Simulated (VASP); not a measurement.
## BN: single point with PBE

The system is BN, a slab with vacuum.

```xyz
6
Lattice="2.5631 0.0000 0.0000 0.0000 3.6247 0.0000 0.0000 0.0000 24.6255" Properties=species:S:1:pos:R:3 pbc="T T T"
B     0.6408    0.3056   11.2043
B     1.9223    2.2996   12.3127
B     0.6408    0.3056   13.4212
N     1.9223    3.2678   11.0000
N     0.6408    1.4277   12.3128
N     1.9223    3.2678   13.6255
```

```yaml
Program: VASP 6.6.1
Task: single point
Functional: PBE
Potentials_or_basis: VASP PAW PBE potentials, release 64 (B, N)
Cutoff: 520 eV
k_mesh: 12 × 8 × 1
Occupations: fermi-dirac, width 0.02 eV
Spin: no spin polarisation
```

| Item | Value |
| --- | --- |
| Largest force | 0.028 eV/Å |
| Band gap on the k mesh | 0.47 eV (least direct gap 0.66 eV) |

Forces on the atoms (eV/Å):
```
B    0.000  0.003 -0.027
B    0.000 -0.008  0.000
B    0.000  0.003  0.027
N    0.000 -0.001  0.008
N    0.000  0.004  0.000
N    0.000 -0.001 -0.008
```

Levels at points of the mesh, in eV from the valence-band top:
```tsv
k point	band 10	band 11	band 12	band 13	band 14	band 15
(0.00, 0.00, 0.00)	-1.86	-1.61	-0.51	3.62	5.12	5.56
(0.50, 0.00, 0.00)	-3.54	-1.99	-0.19	0.47	4.32	6.74
(0.00, 0.50, 0.00)	-3.02	-1.77	0.00	3.61	5.00	7.08
(0.50, 0.50, 0.00)	-4.13	-1.14	-0.13	2.24	4.66	8.43
```

Run time: 110 s on 1 thread of AMD EPYC 9R45 96-Core Processor (Zen 5) (shared host), peak memory 0.35 GiB.

Caveat: semilocal functionals underestimate gaps, and a narrow one can read as zero.
